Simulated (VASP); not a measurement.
Set up this calculation in VASP 6.6.1, as the native input.

```
Task                   : single point
Functional             : PBE
Potentials or basis    : VASP PAW PBE potentials, release 64 (Ga_d, Bi_d, Se)
Cutoff                 : 520 eV
k mesh                 : 4 × 4 × 4
Occupations            : gaussian, width 0.1 eV
Spin                   : no spin polarisation
Dipole correction      : no
Further INCAR settings : ALGO = Normal; EDIFF = 1e-06; NBANDS = 57
```

The structure of GaBiSe3 lies in POSCAR:

```
GaBiSe3
1.0
   -3.4209813073      3.4209813073      5.2922479217
    3.4209813073     -3.4209813073      5.2922479217
    3.4209813073      3.4209813073     -5.2922479217
Ga Bi Se
2 2 6
Direct
    0.5000000000      0.5000000000      0.0000000000
    0.0000000000      0.0000000000      0.0000000000
    0.7500000000      0.2500000000      0.5000000000
    0.2500000000      0.7500000000      0.5000000000
    0.3386234570      0.8386234570      0.1772469141
    0.8386234570      0.6613765430      0.5000000000
    0.7500000000      0.7500000000      0.0000000000
    0.6613765430      0.1613765430      0.8227530859
    0.1613765430      0.3386234570      0.5000000000
    0.2500000000      0.2500000000      0.0000000000
```

These files were run (other wordings do the same):

INCAR

```
PREC = Accurate
ENCUT = 520
EDIFF = 1E-6
ISMEAR = 0
SIGMA = 0.1
LREAL = F
LASPH = T
NELM = 80
ALGO = Normal
ISIF = 2
LWAVE = F
LCHARG = T
GGA = PE
LELF = T
LVHAR = T
NBANDS = 57
```

KPOINTS

```
regular mesh
0
Gamma
  4 4 4
```

Potentials or basis: VASP PAW PBE potentials, release 64 (Ga_d, Bi_d, Se).

Run with:

```bash
$ cat potpaw_PBE.64/Ga_d/POTCAR potpaw_PBE.64/Bi_d/POTCAR potpaw_PBE.64/Se/POTCAR > POTCAR
$ mpirun -np 1 vasp_std > vasp.out
```

Results of the run:

```
Pressure               : 0.0 GPa
Largest force          : 0.007 eV/Å
Band gap on the k mesh : zero (bands 46 and 47 overlap by 0.28 eV)
```

Caveat: spin-orbit coupling is left out, which moves the levels of the heavy elements.

It took 3.1 min on 1 thread of AMD EPYC 9R45 96-Core Processor (Zen 5), with other jobs on the host, peak memory 0.46 GiB.
